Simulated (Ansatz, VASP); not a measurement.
**One calculation of W, two programs**

Contents of INCAR:

```
SYSTEM = W
  ALGO = Normal
  EDIFF = 1E-6
  EDIFFG = -0.003
  ENCUT = 600
  IBRION = 2
  ISIF = 3
  ISMEAR = 0
  LASPH = .True.
  LCHARG = .False.
  LREAL = .False.
  LWAVE = .False.
  NELM = 80
  NSW = 80
  PREC = Accurate
  SIGMA = 0.1
```

KPOINTS

```
k-points
0
Gamma
  24 24 24
  0 0 0
```

POSCAR

```
W
1.0
   -1.5850000000      1.5850000000      1.5850000000
    1.5850000000     -1.5850000000      1.5850000000
    1.5850000000      1.5850000000     -1.5850000000
W
1
Direct
    0.0000000000      0.0000000000      0.0000000000
```

Input for Ansatz:

```yaml
crystal:
  lattice:
    - [-1.585, 1.585, 1.585]
    - [1.585, -1.585, 1.585]
    - [1.585, 1.585, -1.585]
  atoms:
    - { symbol: W, position: [0.0, 0.0, 0.0] }
scf:
  occupations: { method: gaussian, width: 0.1 }
output:
  forces: true
  stress: true
  eigenvalues: true
  write_density: true
  write_potential: true
  elf: true
  volumetric_format: npy
hamiltonian:
  xc: lda
relax:
  f_tol: 0.003
  max_steps: 60
  cell: { stress_tol: 0.02 }
kpoints:
  mp_grid: { grid: [24, 24, 24] }
```

Alike in both runs: task relaxation of cell and atoms; functional LDA; k mesh 24 × 24 × 24; occupations gaussian, width 0.1 eV; no spin polarisation.

|  | VASP | Ansatz |
| --- | --- | --- |
| version | VASP 6.6.1 | Ansatz 0.2.0 |
| potentials or method | VASP PAW LDA potentials, release 64 (W_sv) | scalar-relativistic, plane waves, PAW |
| plane-wave cutoff (eV) | 600 | 420 |
| valence electrons in the cell | 14 | 14 |

```csv
,VASP,Ansatz,Ansatz less VASP
"gap on the k mesh at the Fermi level, each at its own relaxed structure (eV)",none,none,-
relaxed volume (Å³/atom),15.50,15.41,-0.091
relaxed cell length with the largest relative difference (Å),2.720,2.715,-0.0053
```

LDA's correlation is that of Perdew and Zunger in VASP and of Perdew and Wang (1992) in Ansatz. A gap of «none» marks a metal or a gap that the smearing closes.

Spin-orbit coupling is off throughout.
